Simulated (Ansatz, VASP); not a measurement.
Ni in VASP and in Ansatz

```
Ni
1.0
     2.25684    0.00000    0.00000
     0.00000    2.25684    0.00000
     0.00000    0.00000    2.25684
Ni
1
Direct
  0.00000 0.00000 0.00000
```

Alike in both runs: task single point; functional RPBE; k mesh 15 × 15 × 15; occupations fermi-dirac, width 0.05 eV; collinear spin.

```csv
,VASP,Ansatz
version,VASP 6.6.1,Ansatz 0.2.0
potentials or method,"VASP PAW PBE potentials, release 64 (Ni), cutoff 520 eV","plane waves (420 eV) with PAW, scalar-relativistic"
valence electrons in the cell,10,18
```

```tsv
	VASP	Ansatz	Ansatz less VASP
pressure (GPa)	21.6	21.8	+0.24
net moment per atom (μB)	0.41	0.42	+0.007
size of the moment on the site where the two differ most (μB)	0.41	0.43	+0.017
```

VASP's potentials were made for PBE, not for RPBE. Site moments also hang on the region over which each program counts them. The functional is the same, so the differences come from potentials, cutoffs and numerics. VASP's potentials hold 10 valence electrons a cell and Ansatz's 18, so a difference there can come from the potentials and not from the codes.
